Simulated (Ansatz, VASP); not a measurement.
# One calculation of H, two programs

Contents of INCAR:

```
SYSTEM = H
  ALGO = Normal
  EDIFF = 1E-6
  ENCUT = 520
  GGA = PE
  ISIF = 2
  ISMEAR = 0
  LASPH = .TRUE.
  LCHARG = .FALSE.
  LREAL = .FALSE.
  LWAVE = .FALSE.
  NBANDS = 14
  NELM = 60
  PREC = Accurate
  SIGMA = 0.05
```

The input KPOINTS:

```
k-points
0
G
  6 6 6
  0 0 0
```

POSCAR

```
H
1.0
    3.8367280788     -3.6037836739     -0.1740241029
    3.6229423827      3.3899979778     -0.1294121462
   -3.9167819925      0.1343782288      4.3102507298
H
8
Direct
    0.4456109334      0.4537927444      0.9134198091
    0.2061172346      0.7059175933      0.4134490065
    0.9665327035      0.9555718429      0.9203942910
    0.7140087560      0.2177177100      0.4244325106
    0.0329308647      0.0437707236      0.0761687038
    0.7961690000      0.2913895009      0.5918467039
    0.5387537856      0.5412311880      0.0892779477
    0.2998767222      0.7906086970      0.5710110274
```

Input for Ansatz:

```yaml
crystal:
  lattice:
    - [3.8367280788, -3.6037836739, -0.1740241029]
    - [3.6229423827, 3.3899979778, -0.1294121462]
    - [-3.9167819925, 0.1343782288, 4.3102507298]
  atoms:
    - { symbol: H, position: [0.4456109334, 0.4537927444, 0.9134198091] }
    - { symbol: H, position: [0.2061172346, 0.7059175933, 0.4134490065] }
    - { symbol: H, position: [0.9665327035, 0.9555718429, 0.920394291] }
    - { symbol: H, position: [0.714008756, 0.21771771, 0.4244325106] }
    - { symbol: H, position: [0.0329308647, 0.0437707236, 0.0761687038] }
    - { symbol: H, position: [0.796169, 0.2913895009, 0.5918467039] }
    - { symbol: H, position: [0.5387537856, 0.541231188, 0.0892779477] }
    - { symbol: H, position: [0.2998767222, 0.790608697, 0.5710110274] }
basis:
  ecutwfc: 420
kpoints:
  mp_grid: { grid: [6, 6, 6] }
hamiltonian:
  xc: pbe
scf:
  occupations: { method: gaussian, width: 0.05 }
output:
  forces: true
  stress: true
  eigenvalues: true
```

Change from the starting cell: all atoms moved at random (sigma 0.03 Å a component), cell strained at random (sigma 0.05).

Alike in both runs: task single point; functional PBE; k mesh 6 × 6 × 6; occupations gaussian, width 0.05 eV; no spin polarisation.

|  | VASP | Ansatz |
| --- | --- | --- |
| version | VASP 6.6.1 | Ansatz 0.2.0 |
| potentials or method | VASP PAW PBE potentials, release 64 (H), cutoff 520 eV | scalar-relativistic, plane waves, PAW |
| valence electrons in the cell | 8 | 8 |

Ansatz gave:

* gap on the k mesh at the Fermi level (eV): 9.20
* least direct gap on the mesh (eV): 9.66
* pressure (GPa): 4.0
* traceless stress, the component that is largest in VASP (GPa): 7.65
* rms of the force components (eV/Å): 1.956

Problem. What did VASP give for the same quantities?

Solution. gap on the k mesh at the Fermi level (eV): 9.20; least direct gap on the mesh (eV): 9.66; pressure (GPa): 3.8; traceless stress, the component that is largest in VASP (GPa): 7.64; rms of the force components (eV/Å): 1.966.

Atom by atom the forces differ by 0.013 eV/Å (rms over components).
